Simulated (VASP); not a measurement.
# NiO (Fm-3m) in VASP: single point with PBE

Aim: the single point of NiO with PBE.

Program: VASP 6.6.1. These are calculated values, not measurements. Logs are shortened: lines on timing, memory, paths and dates and some standing lists are left out, and cuts for length are marked.

**1. The cell of the first run**

Symmetry: Fm-3m, No. 225, cubic system. Conventional cell: a = 4.186 Å, b = 4.186 Å, c = 4.186 Å, α = 90.00°, β = 90.00°, γ = 90.00°. Within 2.8 Å of Ni (site symmetry m-3m) lie 6 O at 2.09 Å. Within 2.8 Å of O (site symmetry m-3m) lie 6 Ni at 2.09 Å.

**2. Single point, PBE**

INCAR reads:

```
SYSTEM = NiO
  ALGO = Normal
  EDIFF = 1E-7
  ENCUT = 520
  GGA = PE
  ISIF = 2
  ISMEAR = -1
  LASPH = .TRUE.
  LCHARG = .FALSE.
  LREAL = .FALSE.
  LWAVE = .FALSE.
  NBANDS = 15
  NELM = 60
  PREC = Accurate
  SIGMA = 0.05
```

KPOINTS reads:

```
k-points
0
G
  17 17 17
  0 0 0
```

POSCAR reads:

```
NiO
1.0
    0.0000000000      2.0931687937      2.0931687937
    2.0931687937      0.0000000000      2.0931687937
    2.0931687937      2.0931687937      0.0000000000
Ni O
1 1
Direct
    0.0000000000      0.0000000000      0.0000000000
    0.5000000000      0.5000000000      0.5000000000
```

Potentials or basis: VASP PAW PBE potentials, release 64 (Ni, O).

On the command line:

```bash
$ cat potpaw_PBE.64/Ni/POTCAR potpaw_PBE.64/O/POTCAR > POTCAR
$ mpirun -np 1 vasp_std > vasp.out
```

OUTCAR:

```text
SYSTEM = NiO
   EDIFF = 1E-7
   ENCUT = 520
   GGA = PE
   ISIF = 2
   ISMEAR = -1
   LASPH = .TRUE.
   LREAL = .FALSE.
   NELM = 60
   PREC = Accurate

 ion  position               nearest neighbor table
   1  0.000  0.000  0.000-   2 2.09   2 2.09   2 2.09   2 2.09   2 2.09   2 2.09
   2  0.500  0.500  0.500-   1 2.09   1 2.09   1 2.09   1 2.09   1 2.09   1 2.09

  LATTYP: Found a face centered cubic cell.
 ALAT       =     4.1863375874

  Lattice vectors:

 A1 = (   0.0000000000,   2.0931687937,   2.0931687937)
 A2 = (   2.0931687937,   0.0000000000,   2.0931687937)
 A3 = (   2.0931687937,   2.0931687937,   0.0000000000)

Analysis of symmetry for initial positions (statically):
=====================================================================
 Subroutine PRICEL returns:
 Original cell was already a primitive cell.

 Routine SETGRP: Setting up the symmetry group for a
 face centered cubic supercell.

 Subroutine GETGRP returns: Found 48 space group operations
 (whereof 48 operations were pure point group operations)
 out of a pool of 48 trial point group operations.

The static configuration has the point symmetry O_h .

Analysis of symmetry for dynamics (positions and initial velocities):
=====================================================================
 Subroutine PRICEL returns:
 Original cell was already a primitive cell.

 Routine SETGRP: Setting up the symmetry group for a
 face centered cubic supercell.

 Subroutine GETGRP returns: Found 48 space group operations
 (whereof 48 operations were pure point group operations)
 out of a pool of 48 trial point group operations.

The dynamic configuration has the point symmetry O_h .

 Subroutine INISYM returns: Found 48 space group operations
 (whereof 48 operations are pure point group operations),
 and found     1 'primitive' translations

----------------------------------------------------------------------------------------

                                     Primitive cell

  volume of cell :      18.3418

  direct lattice vectors                    reciprocal lattice vectors
     0.000000000  2.093168794  2.093168794    -0.238872279  0.238872279  0.238872279
     2.093168794  0.000000000  2.093168794     0.238872279 -0.238872279  0.238872279
     2.093168794  2.093168794  0.000000000     0.238872279  0.238872279 -0.238872279

  length of vectors
     2.960187696  2.960187696  2.960187696     0.413738924  0.413738924  0.413738924

  position of ions in fractional coordinates (direct lattice)
     0.000000000  0.000000000  0.000000000
     0.500000000  0.500000000  0.500000000

[... 76 lines left out ...]
   EDIFF  = 0.1E-06   stopping-criterion for ELM
   LREAL  =      F    real-space projection
   EDIFFG = 0.1E-05   stopping-criterion for IOM
   NSW    =      0    number of steps for IOM
   IBRION =     -1    ionic relax: 0-MD 1-quasi-New 2-CG
   NFREE  =      0    steps in history (QN), initial steepest desc. (CG)
   ISIF   =      2    stress and relaxation
   ISYM   =      2    0-nonsym 1-usesym 2-fastsym
   POTIM  = 0.5000    time-step for ionic-motion
   TEBEG  =    0.0;   TEEND  =   0.0 temperature during run
   PSTRESS=    0.0 pullay stress
   NELECT =      16.0000    total number of electrons
   NUPDOWN=      -1.0000    fix difference up-down
   EMIN   =  10.00;   EMAX   =-10.00  energy-range for DOS
   EFERMI =   0.00;   METHOD = LEGACY
   ISMEAR =    -1;   SIGMA  =   0.05  broadening in eV -4-tet -1-fermi 0-gaus
   EFERMI_NEDOS =   21; number of points for ismear=-14 and -15
   IALGO  =     38    algorithm
   IMIX   =      4    mixing-type and parameters
     AMIX     =   0.40;   BMIX     =  1.00
     AMIX_MAG =   1.60;   BMIX_MAG =  1.00
  volume/ion in A,a.u.               =       9.17        61.89
  Fermi-wavevector in a.u.,A,eV,Ry     =   1.564230  2.955966 33.290940  2.446815
  Thomas-Fermi vector in A             =   2.666884
   LORBIT       =      0    0 simple, 1 ext, 2 COOP (PROOUT), +10 PAW based schemes
   GGA     = PE    functional components
[... 5 lines left out ...]
 non-spin polarized calculation
  energy-cutoff  :      520.00
  volume of cell :       18.34
 maximum number of plane-waves:       531
 NGX is ok and might be reduce to    24
   NGX = 11   NGY = 11   NGZ = 11

 number of electron      16.0000007 magnetization

 Free energy of the ion-electron system (eV)
  ---------------------------------------------------
  ext. energy  EPLUGINS =         0.00000000
  ---------------------------------------------------
  free energy    TOTEN  =       -11.38231030 eV

  energy without entropy =      -11.36581039  energy(sigma->0) =      -11.37406035

 E-fermi :   7.7648     XC(G=0): -12.6447

 val. band max:        7.7646741711   @ k =  -0.4118   0.2353   0.0000
 cond. band min:       7.7848523853   @ k =  -0.4118   0.3529   0.0588
 fundamental gap:      0.0201782142
 Fermi energy:         7.7647893806

 k-point     1 :       0.0000    0.0000    0.0000
  band No.  band energies     occupation
      1     -12.6198      2.00000
      2       4.6827      2.00000
      3       4.6827      2.00000
      4       4.6827      2.00000
      5       5.9264      2.00000
      6       5.9265      2.00000
      7       5.9265      2.00000
      8       6.2448      2.00000
      9       6.2448      2.00000
     10       9.3691      0.00000
     11      25.5960      0.00000
     12      26.8193      0.00000
     13      26.8193      0.00000
     14      26.8193      0.00000
[... 401 lines left out ...]
      2       3.1658      2.00000
      3       3.7960      2.00000
      4       4.0646      2.00000
      5       6.0374      2.00000
      6       6.1773      2.00000
      7       6.2867      2.00000
      8       6.7462      2.00000
      9       7.3154      1.99975
     10      10.6882      0.00000
     11      22.5745      0.00000
     12      24.9589      0.00000
     13      26.5920      0.00000
     14      28.0032      0.00000
     15      28.4500      0.00000

 [... further k-points ...]
[... 5 lines left out ...]
  --------------------------------------------------------------------------------------
  -------------------------------------------------------------------------------------
  Total       -0.4140109     -0.4140109     -0.4140109     -0.0000000     -0.0000000      0.0000000
  in kB      -36.1642618    -36.1642618    -36.1642618     -0.0000000     -0.0000000      0.0000000
  external PRESSURE =     -36.1642618 kB  Pullay stress =       0.0000000 kB

 VOLUME and BASIS-vectors are now :
 -----------------------------------------------------------------------------
  energy-cutoff  :      520.00
  volume of cell :       18.34
      direct lattice vectors                 reciprocal lattice vectors
     0.000000000  2.093168794  2.093168794    -0.238872279  0.238872279  0.238872279
     2.093168794  0.000000000  2.093168794     0.238872279 -0.238872279  0.238872279
     2.093168794  2.093168794  0.000000000     0.238872279  0.238872279 -0.238872279

 POSITION                                       TOTAL-FORCE (eV/Angst)
 -----------------------------------------------------------------------------------
      0.00000      0.00000      0.00000         0.000000      0.000000      0.000000
      2.09317      2.09317      2.09317        -0.000000     -0.000000     -0.000000
 -----------------------------------------------------------------------------------
    total drift:                                0.000000     -0.000000     -0.000000

  FREE ENERGIE OF THE ION-ELECTRON SYSTEM (eV)
  ---------------------------------------------------
  free  energy   TOTEN  =       -11.3823103037 eV

  energy  without entropy=      -11.3658103925  energy(sigma->0) =      -11.37406035
```

OSZICAR:

```text
N       E                     dE             d eps       ncg     rms          rms(c)
DAV:   1     0.780601265104E+02    0.78060E+02   -0.77086E+03  5166   0.136E+03
DAV:   2    -0.925009435898E+01   -0.87310E+02   -0.76972E+02  5405   0.259E+02
DAV:   3    -0.135569042035E+02   -0.43068E+01   -0.41842E+01  5825   0.617E+01
DAV:   4    -0.135966277269E+02   -0.39724E-01   -0.39706E-01  5990   0.584E+00
DAV:   5    -0.135975383702E+02   -0.91064E-03   -0.91063E-03  6170   0.909E-01    0.128E+01
DAV:   6    -0.130107858312E+02    0.58675E+00   -0.12995E+01  5153   0.690E+01    0.151E+01
DAV:   7    -0.114502846630E+02    0.15605E+01   -0.61857E+00  5413   0.609E+01    0.482E+00
DAV:   8    -0.113850462359E+02    0.65238E-01   -0.38739E-01  6320   0.109E+01    0.178E+00
DAV:   9    -0.113830923972E+02    0.19538E-02   -0.29314E-02  5693   0.220E+00    0.268E-01
DAV:  10    -0.113823842794E+02    0.70812E-03   -0.39791E-03  6395   0.138E+00    0.104E-01
DAV:  11    -0.113823234490E+02    0.60830E-04   -0.52338E-04  7450   0.327E-01    0.522E-02
DAV:  12    -0.113823093504E+02    0.14099E-04   -0.45220E-05  6767   0.107E-01    0.462E-03
DAV:  13    -0.113823102107E+02   -0.86032E-06   -0.30015E-06  5881   0.174E-02    0.154E-03
DAV:  14    -0.113823103037E+02   -0.92952E-07   -0.11588E-07  4604   0.719E-03
   1 F= -.11382310E+02 E0= -.11374060E+02  d E =-.164999E-01
```

Run time: 86 s. Hardware: 1 thread of AMD EPYC 7R43 (Zen 3), shared host; peak memory 0.14 GiB.

Results:

```yaml
Free_energy: -11.3823 eV
Pressure: -3.6 GPa
Band_gap_on_the_k_mesh: zero (band 8 reaches 9.02 eV, above the bottom of band 9 at 6.24 eV)
```

Levels at points of the mesh, in eV from the Fermi level:
```
           k point  band 6  band 7  band 8  band 9  band 10  band 11
(0.00, 0.00, 0.00)   -1.84   -1.84   -1.52   -1.52     1.60    17.83
```

Caveat: the run has no spin polarisation, though such a crystal can be magnetic; semilocal functionals often make such compounds metallic where correlation or magnetic order opens a gap, which also shifts bond lengths. With open d or f shells a metallic result of PBE can be an artefact of self-interaction; +U or a hybrid may open a gap.
